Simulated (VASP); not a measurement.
Here is a VASP 6.6.1 calculation.

INCAR

```
SYSTEM = Be2C
  PREC = Accurate
  ENCUT = 600
  EDIFF = 1E-6
  ISMEAR = 0
  SIGMA = 0.01
  LREAL = .FALSE.
  LASPH = .TRUE.
  NELM = 120
  ALGO = Normal
  ISIF = 2
  LWAVE = .FALSE.
  LCHARG = .TRUE.
  GGA = PE
  LELF = .TRUE.
  LVHAR = .TRUE.
  NBANDS = 11
  GGA_COMPAT = .FALSE.
```

KPOINTS

```
Automatic mesh
0
G
  8 8 8
  0 0 0
```

Contents of POSCAR:

```
Be2C
1.0
    0.0000000000      2.1423285635      2.1423285635
    2.1423285635      0.0000000000      2.1423285635
    2.1423285635      2.1423285635      0.0000000000
C Be
1 2
Direct
    0.0000000000      0.0000000000      0.0000000000
    0.2500000000      0.2500000000      0.2500000000
    0.7500000000      0.7500000000      0.7500000000
```

Potentials or basis: VASP PAW PBE potentials, release 64 (C, Be).

Run with:

```console
$ cat potpaw_PBE.64/C/POTCAR potpaw_PBE.64/Be/POTCAR > POTCAR
$ mpirun -np 1 vasp_std > vasp.out
```

Problem. What does it give for the pressure?

Solution. 6.8 GPa.

Problem. Predict the band gap on the k mesh.

Solution. 1.17 eV, indirect (least direct gap 4.19 eV).

 A k mesh can miss the band edges.
